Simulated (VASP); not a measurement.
# ScAl3 (Pm-3m) in VASP: further runs

ScAl3 is run at these levels: r2SCAN; tasks: single point.

Everything below comes from runs of VASP 6.6.1. Logs are shortened: lines on timing, memory, paths and dates and some standing lists are left out, and cuts for length are marked.

## Step 1: The cell of the first run

Symmetry: Pm-3m, No. 221, cubic system. The conventional cell has a = 4.086 Å, b = 4.086 Å, c = 4.086 Å, α = 90.00°, β = 90.00°, γ = 90.00°. Within 3.8 Å of Sc (site symmetry m-3m) lie 12 Al at 2.89 Å. Within 3.8 Å of Al (site symmetry 4/mmm) lie 4 Sc at 2.89 Å and 8 Al at 2.89 Å.

## Step 2: Single point, r2SCAN

The input, POSCAR:

```
ScAl3
1.0
    4.0855365693      0.0000000000      0.0000000000
    0.0000000000      4.0855365693      0.0000000000
    0.0000000000      0.0000000000      4.0855365693
Sc Al
1 3
Direct
    0.0000000000      0.0000000000      0.0000000000
    0.5000000000      0.0000000000      0.5000000000
    0.0000000000      0.5000000000      0.5000000000
    0.5000000000      0.5000000000      0.0000000000
```

The input, INCAR.step1:

```
ALGO = Normal
EDIFF = 1E-4
ENCUT = 520
GGA = PE
ISMEAR = 0
LASPH = T
LCHARG = F
LREAL = F
LWAVE = T
NBANDS = 18
NELM = 60
PREC = Accurate
SIGMA = 0.15
```

The input, INCAR.step2:

```
ALGO = Normal
EDIFF = 1E-7
ENCUT = 520
ISIF = 2
ISMEAR = 0
ISTART = 1
LASPH = T
LCHARG = F
LMIXTAU = T
LREAL = F
LWAVE = F
METAGGA = R2SCAN
NBANDS = 18
NELM = 60
PREC = Accurate
SIGMA = 0.15
```

The input, KPOINTS:

```
k-points
0
Gamma
  8 8 8
```

Potentials or basis: VASP PAW PBE potentials, release 64 (Sc_sv, Al).

The run is started by

```console
cat potpaw_PBE.64/Sc_sv/POTCAR potpaw_PBE.64/Al/POTCAR > POTCAR
cp INCAR.step1 INCAR
mpirun -np 1 vasp_std > vasp.out
cp INCAR.step2 INCAR
mpirun -np 1 vasp_std > vasp.out
```

OUTCAR:

```text
EDIFF = 1E-7
   ENCUT = 520
   ISIF = 2
   ISMEAR = 0
   ISTART = 1
   LASPH = T
   LREAL = F
   METAGGA = R2SCAN
   NELM = 60
   PREC = Accurate

 ion  position               nearest neighbor table
   1  0.000  0.000  0.000-   2 2.89   3 2.89   4 2.89   2 2.89   3 2.89   3 2.89   4 2.89   3 2.89
                             2 2.89   4 2.89   2 2.89   4 2.89
   2  0.500  0.000  0.500-   1 2.89   3 2.89   4 2.89   1 2.89   4 2.89   3 2.89   4 2.89   4 2.89
                             1 2.89   3 2.89   1 2.89   3 2.89
   3  0.000  0.500  0.500-   1 2.89   2 2.89   4 2.89   1 2.89   4 2.89   1 2.89   2 2.89   1 2.89
                             2 2.89   4 2.89   4 2.89   2 2.89
   4  0.500  0.500  0.000-   1 2.89   2 2.89   3 2.89   2 2.89   3 2.89   1 2.89   2 2.89   2 2.89
                             1 2.89   3 2.89   3 2.89   1 2.89

  LATTYP: Found a simple cubic cell.
 ALAT       =     4.0855365693

  Lattice vectors:

 A1 = (   4.0855365693,   0.0000000000,   0.0000000000)
 A2 = (   0.0000000000,   4.0855365693,   0.0000000000)
 A3 = (   0.0000000000,   0.0000000000,   4.0855365693)

Analysis of symmetry for initial positions (statically):
=====================================================================
 Subroutine PRICEL returns:
 Original cell was already a primitive cell.

 Routine SETGRP: Setting up the symmetry group for a
 simple cubic supercell.

 Subroutine GETGRP returns: Found 48 space group operations
 (whereof 48 operations were pure point group operations)
 out of a pool of 48 trial point group operations.

The static configuration has the point symmetry O_h .

Analysis of symmetry for dynamics (positions and initial velocities):
=====================================================================
 Subroutine PRICEL returns:
 Original cell was already a primitive cell.

 Routine SETGRP: Setting up the symmetry group for a
 simple cubic supercell.

 Subroutine GETGRP returns: Found 48 space group operations
 (whereof 48 operations were pure point group operations)
 out of a pool of 48 trial point group operations.

The dynamic configuration has the point symmetry O_h .

 Subroutine INISYM returns: Found 48 space group operations
 (whereof 48 operations are pure point group operations),
 and found     1 'primitive' translations

----------------------------------------------------------------------------------------

                                     Primitive cell

  volume of cell :      68.1942

  direct lattice vectors                    reciprocal lattice vectors
     4.085536569  0.000000000  0.000000000     0.244765891  0.000000000  0.000000000
     0.000000000  4.085536569  0.000000000     0.000000000  0.244765891  0.000000000
     0.000000000  0.000000000  4.085536569     0.000000000  0.000000000  0.244765891

  length of vectors
     4.085536569  4.085536569  4.085536569     0.244765891  0.244765891  0.244765891

  position of ions in fractional coordinates (direct lattice)
     0.000000000  0.000000000  0.000000000
     0.500000000  0.000000000  0.500000000
     0.000000000  0.500000000  0.500000000
     0.500000000  0.500000000  0.000000000

  ion indices of the primitive-cell ions
   primitive index   ion index
                 1           1
                 2           2
                 3           3
                 4           4

----------------------------------------------------------------------------------------

 KPOINTS: k-points

Automatic generation of k-mesh.
 Grid dimensions read from file:
 generate k-points for:    8    8    8

 Generating k-lattice:

  Cartesian coordinates                     Fractional coordinates (reciprocal lattice)
     0.030595736  0.000000000  0.000000000     0.125000000  0.000000000  0.000000000
     0.000000000  0.030595736  0.000000000     0.000000000  0.125000000  0.000000000
     0.000000000  0.000000000  0.030595736     0.000000000  0.000000000  0.125000000

  Length of vectors
     0.030595736  0.030595736  0.030595736

  Shift w.r.t. Gamma in fractional coordinates (k-lattice)
     0.000000000  0.000000000  0.000000000

 Subroutine IBZKPT returns following result:
 ===========================================

 Found     35 irreducible k-points:

 Following reciprocal coordinates:
            Coordinates               Weight
  0.000000  0.000000  0.000000      1.000000
  0.125000  0.000000  0.000000      6.000000
  0.250000  0.000000  0.000000      6.000000
  0.375000  0.000000  0.000000      6.000000
  0.500000  0.000000  0.000000      3.000000
  0.125000  0.125000  0.000000     12.000000
[... 16 lines left out ...]
  0.375000  0.375000  0.125000     24.000000
  0.500000  0.375000  0.125000     24.000000
 [... further k-points ...]
   k-points           NKPTS =     35   k-points in BZ     NKDIM =     35   number of bands    NBANDS=     18
   number of dos      NEDOS =    301   number of ions     NIONS =      4
   total plane-waves  NPLWV =  27000
   dimension x,y,z NGX =    30 NGY =   30 NGZ =   30
   dimension x,y,z NGXF=    60 NGYF=   60 NGZF=   60
   ions per type =               1   3
   NGX,Y,Z   is equivalent  to a cutoff of  12.21, 12.21, 12.21 a.u.
   NGXF,Y,Z  is equivalent  to a cutoff of  24.41, 24.41, 24.41 a.u.
 SYSTEM =  unknown system
   PREC   = accura    normal or accurate (medium, high low for compatibility)
   ISTART =      1    job   : 0-new  1-cont  2-samecut
   ICHARG =      0    charge: 1-file 2-atom 10-const
   ISPIN  =      1    spin polarized calculation?
   LNONCOLLINEAR =      F non collinear calculations
   LSORBIT =      F    spin-orbit coupling
   LASPH  =      T    aspherical Exc in radial PAW
   ENCUT  =  520.0 eV  38.22 Ry    6.18 a.u.   7.60  7.60  7.60*2*pi/ulx,y,z
   NELM   =     60;   NELMIN=  2; NELMDL=  0     # of ELM steps
   EDIFF  = 0.1E-06   stopping-criterion for ELM
   LREAL  =      F    real-space projection
   EDIFFG = 0.1E-05   stopping-criterion for IOM
   NSW    =      0    number of steps for IOM
   IBRION =     -1    ionic relax: 0-MD 1-quasi-New 2-CG
   NFREE  =      0    steps in history (QN), initial steepest desc. (CG)
   ISIF   =      2    stress and relaxation
   ISYM   =      2    0-nonsym 1-usesym 2-fastsym
   POTIM  = 0.5000    time-step for ionic-motion
   TEBEG  =    0.0;   TEEND  =   0.0 temperature during run
   PSTRESS=    0.0 pullay stress
   NELECT =      20.0000    total number of electrons
   NUPDOWN=      -1.0000    fix difference up-down
   EMIN   =  10.00;   EMAX   =-10.00  energy-range for DOS
   EFERMI =   0.00;   METHOD = LEGACY
   ISMEAR =     0;   SIGMA  =   0.15  broadening in eV -4-tet -1-fermi 0-gaus
   EFERMI_NEDOS =   21; number of points for ismear=-14 and -15
   IALGO  =     38    algorithm
   IMIX   =      4    mixing-type and parameters
     AMIX     =   0.40;   BMIX     =  1.00
     AMIX_MAG =   1.60;   BMIX_MAG =  1.00
  volume/ion in A,a.u.               =      17.05       115.05
  Fermi-wavevector in a.u.,A,eV,Ry     =   1.087683  2.055423 16.096435  1.183055
  Thomas-Fermi vector in A             =   2.223848
   LORBIT       =      0    0 simple, 1 ext, 2 COOP (PROOUT), +10 PAW based schemes
   METAGGA = R2SCAN    functional components
   LHFCALC =     F    Hartree Fock is set to
   AEXX    =    0.0000 exact exchange contribution
   IVDW    =     0    specifies the selected vdW correction
   LEPSILON=     F    determine dielectric tensor
   LRPA    =     F    only Hartree local field effects (RPA)
 non-spin polarized calculation
 Gauss-broadening in eV      SIGMA  =   0.15
  energy-cutoff  :      520.00
  volume of cell :       68.19
 maximum number of plane-waves:      1856
   NGX = 15   NGY = 15   NGZ = 15

 number of electron      19.9999996 magnetization

 Free energy of the ion-electron system (eV)
  ---------------------------------------------------
  ext. energy  EPLUGINS =         0.00000000
  ---------------------------------------------------
  free energy    TOTEN  =       -33.51710831 eV

  energy without entropy =      -33.50319326  energy(sigma->0) =      -33.51015079

 E-fermi :   7.3641     XC(G=0): -11.1296

 val. band max:        7.3588627677   @ k =   0.5000   0.2500   0.2500
 cond. band min:       7.4767191951   @ k =   0.2500   0.2500   0.0000
 fundamental gap:      0.1178564274
 Fermi energy:         7.3640565074

 k-point     1 :       0.0000    0.0000    0.0000
  band No.  band energies     occupation
      1     -43.7419      2.00000
      2     -21.4813      2.00000
      3     -21.4813      2.00000
      4     -21.4813      2.00000
      5      -3.3298      2.00000
      6       4.6090      2.00000
[... 10 lines left out ...]
     17      12.9418      0.00000
     18      12.9418      0.00000

 k-point     2 :       0.1250    0.0000    0.0000
  band No.  band energies     occupation
      1     -43.7417      2.00000
      2     -21.4865      2.00000
      3     -21.4809      2.00000
      4     -21.4809      2.00000
      5      -3.1772      2.00000
      6       3.4174      2.00000
[... 10 lines left out ...]
     17      13.0297      0.00000
     18      13.0297      0.00000

 k-point     3 :       0.2500    0.0000    0.0000
  band No.  band energies     occupation
      1     -43.7412      2.00000
      2     -21.4992      2.00000
      3     -21.4799      2.00000
      4     -21.4799      2.00000
      5      -2.7270      2.00000
      6       1.8649      2.00000
[... 10 lines left out ...]
     17      12.5951      0.00000
     18      13.5098      0.00000

 k-point     4 :       0.3750    0.0000    0.0000
  band No.  band energies     occupation
      1     -43.7407      2.00000
      2     -21.5117      2.00000
      3     -21.4789      2.00000
      4     -21.4789      2.00000
      5      -2.0116      2.00000
      6       0.4407      2.00000
[... 10 lines left out ...]
     17      11.9021      0.00000
     18      13.2737      0.00000

 k-point     5 :       0.5000    0.0000    0.0000
  band No.  band energies     occupation
      1     -43.7405      2.00000
      2     -21.5169      2.00000
      3     -21.4785      2.00000
      4     -21.4785      2.00000
      5      -1.3445      2.00000
      6      -0.4679      2.00000
[... 10 lines left out ...]
     17      11.6219      0.00000
     18      13.0896      0.00000

 k-point     6 :       0.1250    0.1250    0.0000
  band No.  band energies     occupation
      1     -43.7415      2.00000
      2     -21.4864      2.00000
      3     -21.4858      2.00000
      4     -21.4805      2.00000
      5      -3.0260      2.00000
      6       3.3726      2.00000
[... 10 lines left out ...]
     17      13.2054      0.00000
     18      13.3438      0.00000

 k-point     7 :       0.2500    0.1250    0.0000
  band No.  band energies     occupation
      1     -43.7410      2.00000
      2     -21.4986      2.00000
      3     -21.4849      2.00000
      4     -21.4795      2.00000
      5      -2.5801      2.00000
      6       1.9857      2.00000
[... 10 lines left out ...]
     17      12.4002      0.00000
     18      13.4206      0.00000

 k-point     8 :       0.3750    0.1250    0.0000
  band No.  band energies     occupation
      1     -43.7405      2.00000
      2     -21.5110      2.00000
      3     -21.4838      2.00000
      4     -21.4785      2.00000
      5      -1.8730      2.00000
      6       0.5763      2.00000
[... 10 lines left out ...]
     17      12.0116      0.00000
     18      13.5988      0.00000
[... 229 lines left out ...]
     17      11.8285      0.00000
     18      14.1864      0.00000

 k-point    20 :       0.2500    0.2500    0.1250
  band No.  band energies     occupation
      1     -43.7403      2.00000
      2     -21.4972      2.00000
      3     -21.4960      2.00000
      4     -21.4834      2.00000
      5      -2.0059      2.00000
      6       2.3505      2.00000
[... 10 lines left out ...]
     17      12.0932      0.00000
     18      13.3087      0.00000

 k-point    21 :       0.3750    0.2500    0.1250
  band No.  band energies     occupation
      1     -43.7398      2.00000
      2     -21.5087      2.00000
      3     -21.4952      2.00000
      4     -21.4823      2.00000
      5      -1.3307      2.00000
      6       1.0995      2.00000
[... 10 lines left out ...]
     17      12.6651      0.00000
     18      13.1575      0.00000

 k-point    22 :       0.5000    0.2500    0.1250
  band No.  band energies     occupation
      1     -43.7396      2.00000
      2     -21.5137      2.00000
      3     -21.4947      2.00000
      4     -21.4818      2.00000
      5      -0.7364      2.00000
      6       0.2707      2.00000
[... 10 lines left out ...]
     17      12.6735      0.00000
     18      13.4169      0.00000

 k-point    23 :       0.3750    0.3750    0.1250
  band No.  band energies     occupation
      1     -43.7393      2.00000
      2     -21.5073      2.00000
      3     -21.5067      2.00000
      4     -21.4812      2.00000
      5      -0.6990      2.00000
      6       1.6608      2.00000
[... 10 lines left out ...]
     17      11.7712      0.00000
     18      14.1532      0.00000

 k-point    24 :       0.5000    0.3750    0.1250
  band No.  band energies     occupation
      1     -43.7391      2.00000
      2     -21.5119      2.00000
      3     -21.5064      2.00000
      4     -21.4808      2.00000
      5      -0.1671      2.00000
      6       0.9272      2.00000
[... 10 lines left out ...]
     17      12.2988      0.00000
     18      13.4706      0.00000

 [... further k-points ...]

------------------------ aborting loop because EDIFF is reached ----------------------------------------

  FORCE on cell =-STRESS in cart. coord.  units (eV):
  Direction    XX          YY          ZZ          XY          YZ          ZX
  --------------------------------------------------------------------------------------
  -------------------------------------------------------------------------------------
  Total        0.0213381      0.0213381      0.0213381      0.0000000     -0.0000000      0.0000000
  in kB        0.5013236      0.5013236      0.5013236      0.0000000     -0.0000000      0.0000000
  external PRESSURE =       0.5013236 kB  Pullay stress =       0.0000000 kB

 VOLUME and BASIS-vectors are now :
 -----------------------------------------------------------------------------
  energy-cutoff  :      520.00
  volume of cell :       68.19
      direct lattice vectors                 reciprocal lattice vectors
     4.085536569  0.000000000  0.000000000     0.244765891  0.000000000  0.000000000
     0.000000000  4.085536569  0.000000000     0.000000000  0.244765891  0.000000000
     0.000000000  0.000000000  4.085536569     0.000000000  0.000000000  0.244765891

 POSITION                                       TOTAL-FORCE (eV/Angst)
 -----------------------------------------------------------------------------------
      0.00000      0.00000      0.00000         0.000000      0.000000      0.000000
      2.04277      0.00000      2.04277         0.000000      0.000000      0.000000
      0.00000      2.04277      2.04277         0.000000      0.000000      0.000000
      2.04277      2.04277      0.00000         0.000000      0.000000      0.000000
 -----------------------------------------------------------------------------------
    total drift:                                0.000000     -0.000000      0.000000

  FREE ENERGIE OF THE ION-ELECTRON SYSTEM (eV)
  ---------------------------------------------------
  free  energy   TOTEN  =       -33.5171083139 eV

  energy  without entropy=      -33.5031932622  energy(sigma->0) =      -33.51015079
```

Wall time 85 s (1 thread of Intel Xeon 6975P-C (Granite Rapids), shared host); peak memory 0.19 GiB.

Results:

- Free energy: -33.5171 eV
- Pressure: 0.1 GPa
- Band gap on the k mesh: zero (bands 10 and 11 overlap by 4.25 eV)

Caveat: the PAW data sets were made with another functional, which shifts forces and pressure a little.

## Step 3: Single point, r2SCAN

POSCAR is that of step 2.

The input, INCAR.step1:

```
PREC = Accurate
ENCUT = 520
ISMEAR = 0
SIGMA = 0.1
LREAL = F
LASPH = T
NELM = 60
NBANDS = 18
GGA = PE
ALGO = Normal
EDIFF = 1E-4
LWAVE = T
LCHARG = F
```

The input, INCAR.step2:

```
PREC = Accurate
ENCUT = 520
EDIFF = 1E-6
ISMEAR = 0
SIGMA = 0.1
LREAL = F
LASPH = T
NELM = 60
ALGO = Normal
ISIF = 2
LWAVE = F
LCHARG = F
METAGGA = R2SCAN
LMIXTAU = T
NBANDS = 18
ISTART = 1
```

The input, KPOINTS:

```
Automatic mesh
0
Gamma
  10 10 10
```

Potentials or basis: VASP PAW PBE potentials, release 64 (Sc_sv, Al).

The run is started by

```console
cat potpaw_PBE.64/Sc_sv/POTCAR potpaw_PBE.64/Al/POTCAR > POTCAR
cp INCAR.step1 INCAR
mpirun -np 1 vasp_std > vasp.out
cp INCAR.step2 INCAR
mpirun -np 1 vasp_std > vasp.out
```

Run time: 2.2 min. Hardware: 1 thread of Intel Xeon 6975P-C (Granite Rapids), shared host; peak memory 0.21 GiB.

It converged, with:

| Quantity | Value |
| --- | --- |
| Free energy | -33.5114 eV |
| Pressure | 0.0 GPa |
| Band gap on the k mesh | zero (bands 10 and 11 overlap by 4.25 eV) |

Levels at points of the mesh, in eV from the Fermi level:
| k point | band 6 | band 7 | band 8 | band 9 | band 10 | band 11 | band 12 | band 13 | band 14 | band 15 |
| --- | --- | --- | --- | --- | --- | --- | --- | --- | --- | --- |
| (0.00, 0.00, 0.00) | -2.73 | -2.73 | -2.03 | -2.03 | -2.03 | 1.30 | 1.40 | 1.40 | 1.40 | 5.28 |
| (0.50, 0.00, 0.00) | -7.81 | -1.87 | -1.87 | -1.60 | 0.97 | 0.97 | 1.18 | 1.33 | 1.78 | 2.43 |
| (0.50, 0.50, 0.00) | -6.00 | -6.00 | -4.71 | -0.58 | -0.58 | 1.18 | 1.51 | 2.31 | 2.78 | 3.64 |
| (0.50, 0.50, 0.50) | -5.03 | -5.03 | -4.84 | -3.29 | -3.29 | -3.29 | 1.05 | 2.89 | 2.89 | 4.34 |

Caveat: the PAW data sets were made with another functional, which shifts forces and pressure a little.

The gap in the log of VASP goes by the Fermi energy; the results here count the filled bands.